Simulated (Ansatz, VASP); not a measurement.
**SnSe2: VASP beside Ansatz**

```xyz
3
Lattice="3.8686 0.0000 0.0000 -1.9343 3.3503 0.0000 0.0000 0.0000 29.9370" Properties=species:S:1:pos:R:3 pbc="T T T"
Sn    0.0000    0.0000    9.0000
Se    1.9343    1.1168   10.5957
Se    0.0000    2.2336    7.4043
```

Change from the starting cell: species swapped into a sheet of the SnSe2 type.

Alike in both runs: functional PBE; k mesh 12 × 12 × 1; occupations gaussian, width 0.02 eV; no spin polarisation.

Ansatz relaxed the structure, and its values are those at the end. VASP's run is a single point on that final structure, the one shown.

```csv
,VASP,Ansatz
version,VASP 6.6.1,Ansatz 0.2.0
potentials or method,"VASP PAW PBE potentials, release 64 (Sn_d, Se), cutoff 520 eV","scalar-relativistic, plane waves, PAW"
valence electrons in the cell,26,46
```

Ansatz gave:

| Item | Value |
| --- | --- |
| gap on the k mesh at the Fermi level (eV) | 0.80 |
| least direct gap on the mesh (eV) | 1.10 |
| rms of the force components (eV/Å) | 0.003 |

**Question.** What did VASP give for the same quantities?

**Answer.** gap on the k mesh at the Fermi level (eV): 0.79; least direct gap on the mesh (eV): 1.10; rms of the force components (eV/Å): 0.003.

VASP's potentials hold 26 valence electrons a cell and Ansatz's 46, so a difference there can come from the potentials and not from the codes.
